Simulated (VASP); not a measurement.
Runs of VASP 6.6.1 on MgO (eos). The structure is that of space group Fm-3m (No. 225), or close to it. The cells are those of the table. 

```csv
cell,gap on the mesh (eV),pressure (GPa)
"a = 2.882 Å, angles 60.0°, 2 atoms",(a),(c)
"a = 3.000 Å, angles 60.0°, 2 atoms",4.45,-11.0
"a = 2.942 Å, angles 60.0°, 2 atoms",5.03,-2.1
"a = 3.028 Å, angles 60.0°, 2 atoms",4.19,-14.5
"a = 2.971 Å, angles 60.0°, 2 atoms",(d),-6.9
"a = 2.912 Å, angles 60.0°, 2 atoms",5.34,(b)
"a = 2.851 Å, angles 60.0°, 2 atoms",6.05,17.5
```

Alike in all rows: task single point; level LDA; potentials or basis VASP PAW LDA potentials, release 64 (Mg, O); no spin polarisation; k mesh 10 × 10 × 10; cutoff (eV) 600; smearing gaussian 0.02 eV.

Task: Estimate the missing entries.

Result: (a) 5.68; (b) 3.4; (c) 9.9; (d) 4.73.

